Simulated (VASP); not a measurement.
Set up this calculation in VASP 6.6.1, as the native input.

```yaml
Task: single point
Functional: PBE
Potentials_or_basis: VASP PAW PBE potentials, release 64 (K_sv, Cd, I)
Cutoff: 520 eV
k_mesh: 4 × 4 × 4
Occupations: fermi-dirac, width 0.02 eV
Spin: no spin polarisation
Dipole_correction: no
Further_INCAR_settings: ALGO = Normal; EDIFF = 1e-06; NBANDS = 29
```

The structure of KCdI3 lies in POSCAR:

```
KCdI3
1.0
    5.9369852929      0.0593698529      0.0000000000
    0.0593698529      5.9369852929      0.0000000000
    0.0000000000      0.0000000000      5.9369852929
K Cd I
1 1 3
Direct
    0.0000000000      0.0000000000      0.0000000000
    0.5000000000      0.5000000000      0.5000000000
    0.5000000000      0.5000000000      0.0000000000
    0.5000000000      0.0000000000      0.5000000000
    0.0000000000      0.5000000000      0.5000000000
```

This cell differs from its parent crystal: shear xy strain +2.0%.

These files were run (other wordings do the same):

INCAR

```
ALGO = Normal
EDIFF = 1E-6
ENCUT = 520
GGA = PE
ISIF = 2
ISMEAR = -1
LASPH = True
LCHARG = False
LREAL = False
LWAVE = False
NBANDS = 29
NELM = 60
PREC = Accurate
SIGMA = 0.02
```

KPOINTS

```
k-points
0
Gamma
  4 4 4
```

Potentials or basis: VASP PAW PBE potentials, release 64 (K_sv, Cd, I).

The run is started by

```console
$ cat potpaw_PBE.64/K_sv/POTCAR potpaw_PBE.64/Cd/POTCAR potpaw_PBE.64/I/POTCAR > POTCAR
$ mpirun -np 1 vasp_std > vasp.out
```

Results of the run:

```yaml
Pressure: 0.6 GPa
Band_gap_on_the_k_mesh: zero (band 21 reaches 0.93 eV, above the bottom of band 22 at 0.65 eV)
```

Caveat: the cell differs from its parent crystal (shear xy strain +2.0%); spin-orbit coupling is left out, which moves the levels of the heavy elements.

Wall time 71 s on 1 thread of Intel(R) Xeon(R) 6975P-C (Granite Rapids), on a shared host, peak memory 0.4 GiB.
